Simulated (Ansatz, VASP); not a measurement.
## One calculation of HgTe, two programs

INCAR

```
  ALGO = Normal
  EDIFF = 1E-7
  ENCUT = 520
  GGA = PS
  GGA_COMPAT = F
  ISIF = 2
  ISMEAR = -1
  LASPH = T
  LCHARG = F
  LORBIT = 11
  LORBMOM = T
  LREAL = F
  LSORBIT = T
  LWAVE = F
  MAGMOM = 0 0 0 0 0 0
  NBANDS = 30
  NELM = 150
  PREC = Accurate
  SIGMA = 0.1
```

KPOINTS

```
k-points
0
Gamma
  10 10 10
```

POSCAR

```
HgTe
1.0
    0.0000000000      3.2549147744      3.2549147744
    3.2549147744      0.0000000000      3.2549147744
    3.2549147744      3.2549147744      0.0000000000
Hg Te
1 1
Direct
    0.0000000000      0.0000000000      0.0000000000
    0.7500000000      0.7500000000      0.7500000000
```

Input for Ansatz:

```yaml
crystal:
  lattice:
    - [0.0, 3.25491477437, 3.25491477437]
    - [3.25491477437, 0.0, 3.25491477437]
    - [3.25491477437, 3.25491477437, 0.0]
  atoms:
    - { symbol: Hg, position: [0.0, 0.0, 0.0] }
    - { symbol: Te, position: [0.75, 0.75, 0.75] }
kpoints:
  mp_grid: { grid: [10, 10, 10] }
scf:
  occupations: { method: fermi_dirac, width: 0.1 }
hamiltonian:
  xc: pbesol
  pseudopotentials: { kind: paw_fr }
magnetization:
  noncollinear: true
  spin_orbit: true
output:
  forces: true
  stress: true
  eigenvalues: true
  eigenstates:
    nscf_kmesh: { grid: [12, 12, 12] }
    de_dk: true
    e_range: [-14, 14]
checkpoint:
  write: ck
  write_wavefunctions: false
```

Alike in both runs: task single point; functional PBEsol; k mesh 10 × 10 × 10; occupations fermi-dirac, width 0.1 eV; non-collinear spin, spin-orbit coupling.

|  | VASP | Ansatz |
| --- | --- | --- |
| version | VASP 6.6.1 | Ansatz 0.2.0 |
| potentials or method | VASP PAW PBE potentials, release 64 (Hg, Te) | PAW with Ansatz's default frozen-core files, fully relativistic files with spin-orbit coupling |
| plane-wave cutoff (eV) | 520 | 420 |
| valence electrons in the cell | 18 | 36 |

```tsv
	VASP	Ansatz	Ansatz less VASP
pressure (GPa)	-0.1	-0.4	-0.29
net moment per atom (μB)	0.00	0.00	0.000
```

VASP's potentials were made for PBE, not for PBEsol. With one functional, cell and mesh, what is left measures potentials, basis and numerics. VASP's potentials hold 18 valence electrons a cell and Ansatz's 36, so a difference there can come from the potentials and not from the codes.
